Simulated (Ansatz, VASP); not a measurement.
**C: VASP beside Ansatz**

```
CELL_PARAMETERS angstrom
0.00000 1.54694 1.54694
1.54694 0.00000 1.54694
1.54694 1.54694 0.00000
ATOMIC_POSITIONS crystal
C 0.87500 0.87500 0.87500
C 0.12500 0.12500 0.12500
```

Change from the starting cell: volume scaled by 0.65, PAW files.

Alike in both runs: task single point; functional PBE; k mesh 18 × 18 × 18; occupations fermi-dirac, width 0.1 eV; no spin polarisation.

|  | VASP | Ansatz |
| --- | --- | --- |
| version | VASP 6.6.1 | Ansatz 0.2.0 |
| potentials or method | VASP PAW PBE potentials, release 64 (C) | PAW with Ansatz's default frozen-core files, scalar-relativistic |
| plane-wave cutoff (eV) | 520 | 420 |
| valence electrons in the cell | 8 | 8 |

Ansatz gave:

* gap on the k mesh at the Fermi level (eV): 5.22
* pressure (GPa): 402.2

Problem. Which values does VASP return?

Solution. gap on the k mesh at the Fermi level (eV): 5.20; pressure (GPa): 404.7.

Both programs put the cell under a high pressure, so it lies far from rest at this level.

Noted on VASP's run: the cell as given lies far from equilibrium.
